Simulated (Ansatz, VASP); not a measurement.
## Two plane-wave programs on Au

Contents of INCAR:

```
  ALGO = Fast
  EDIFF = 1E-6
  ENCUT = 520
  GGA = PE
  ISIF = 2
  ISMEAR = 0
  LASPH = True
  LCHARG = False
  LREAL = False
  LWAVE = False
  NBANDS = 18
  NELM = 60
  PREC = Accurate
  SIGMA = 0.02
```

File KPOINTS:

```
k-points
0
Gamma
  16 16 10
```

Contents of POSCAR:

```
Au
1.0
    1.4113099650     -2.5559330250      0.0000000000
    1.4113099650      2.5559330250      0.0000000000
    0.0000000000      0.0000000000      4.8931696100
Au
2
Direct
    0.6653279700      0.3346720300      0.2500000000
    0.3346720300      0.6653279700      0.7500000000
```

Input for Ansatz:

```yaml
crystal:
  lattice:
    - [1.411309965, -2.555933025, 0.0]
    - [1.411309965, 2.555933025, 0.0]
    - [0.0, 0.0, 4.89316961]
  atoms:
    - { symbol: Au, position: [0.66532797, 0.33467203, 0.25] }
    - { symbol: Au, position: [0.33467203, 0.66532797, 0.75] }
basis:
  ecutwfc: 420
kpoints:
  mp_grid: { grid: [16, 16, 10] }
hamiltonian:
  xc: pbe
scf:
  occupations: { method: gaussian, width: 0.02 }
output:
  forces: true
  stress: true
  eigenvalues: true
```

Alike in both runs: task single point; functional PBE; k mesh 16 × 16 × 10; occupations gaussian, width 0.02 eV; no spin polarisation.

|  | VASP | Ansatz |
| --- | --- | --- |
| version | VASP 6.6.1 | Ansatz 0.2.0 |
| potentials or method | VASP PAW PBE potentials, release 64 (Au), cutoff 520 eV | scalar-relativistic, plane waves, PAW |
| valence electrons in the cell | 22 | 38 |

```csv
,VASP,Ansatz,Ansatz less VASP
gap on the k mesh at the Fermi level (eV),none,none,-
pressure (GPa),3.0,3.2,+0.18
"traceless stress, the component that is largest in VASP (GPa)",1.34,1.36,+0.027
rms of the force components (eV/Å),0.004,0.004,-0.0002
```

Atom by atom the forces differ by 0.000 eV/Å (rms over components). A gap of «none» marks a metal or a gap that the smearing closes. With one functional, cell and mesh, what is left measures potentials, basis and numerics. VASP's potentials hold 22 valence electrons a cell and Ansatz's 38, so a difference there can come from the potentials and not from the codes.

Spin-orbit coupling is off throughout.
